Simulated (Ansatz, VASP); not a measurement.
**BaTiO3 in VASP and in Ansatz**

Contents of INCAR:

```
SYSTEM = BaTiO3
ALGO = Normal ; EDIFF = 1E-6
ENCUT = 520 ; GGA = PE
ISIF = 2 ; ISMEAR = -1
LASPH = .TRUE. ; LCHARG = .FALSE.
LREAL = .FALSE. ; LWAVE = .FALSE.
NBANDS = 28 ; NELM = 60
PREC = Accurate ; SIGMA = 0.05
```

Contents of KPOINTS:

```
k-points
0
G
  6 6 6
  0 0 0
```

Contents of POSCAR:

```
BaTiO3
1.0
    3.9456450000      0.0000000000      0.0000000000
    0.0000000000      2.8085310000      2.8451500000
    0.0000000000     -2.8085310000      2.8451500000
Ba Ti O
1 1 3
Direct
    0.0000000000      0.0000000000      0.0000000000
    0.5000000000      0.5124000000      0.5124000000
    0.5000000000      0.9918400000      0.5052400000
    0.5000000000      0.5052400000      0.9918400000
    0.0000000000      0.4874000000      0.4874000000
```

The input input.yaml:

```yaml
crystal:
  lattice:
    - [3.945645, 0.0, 0.0]
    - [0.0, 2.808531, 2.84515]
    - [0.0, -2.808531, 2.84515]
  atoms:
    - { symbol: Ba, position: [0.0, 0.0, 0.0] }
    - { symbol: Ti, position: [0.5, 0.5124, 0.5124] }
    - { symbol: O, position: [0.5, 0.99184, 0.50524] }
    - { symbol: O, position: [0.5, 0.50524, 0.99184] }
    - { symbol: O, position: [0.0, 0.4874, 0.4874] }
hamiltonian:
  xc: pbe
  pseudopotentials: { kind: paw }
kpoints:
  mp_grid: { grid: [6, 6, 6] }
scf:
  occupations: { method: fermi_dirac, width: 0.05 }
output:
  forces: true
  stress: true
  eigenvalues: true
  write_density: true
  write_potential: true
  elf: true
  volumetric_format: npy
```

Alike in both runs: task single point; functional PBE; k mesh 6 × 6 × 6; occupations fermi-dirac, width 0.05 eV; no spin polarisation.

|  | VASP | Ansatz |
| --- | --- | --- |
| version | VASP 6.6.1 | Ansatz 0.2.0 |
| potentials or method | VASP PAW PBE potentials, release 64 (Ba_sv, Ti_sv, O) | Ansatz PAW |
| plane-wave cutoff (eV) | 520 | 420 |
| valence electrons in the cell | 40 | 40 |

```tsv
	VASP	Ansatz	Ansatz less VASP
gap on the k mesh at the Fermi level (eV)	1.87	1.94	+0.062
least direct gap on the mesh (eV)	2.04	2.06	+0.023
pressure (GPa)	7.8	5.9	-1.90
traceless stress, the component that is largest in VASP (GPa)	-2.02	-1.98	+0.047
rms of the force components (eV/Å)	0.111	0.112	+0.0014
```

Atom by atom the forces differ by 0.014 eV/Å (rms over components).

Neither program's run includes spin-orbit coupling.
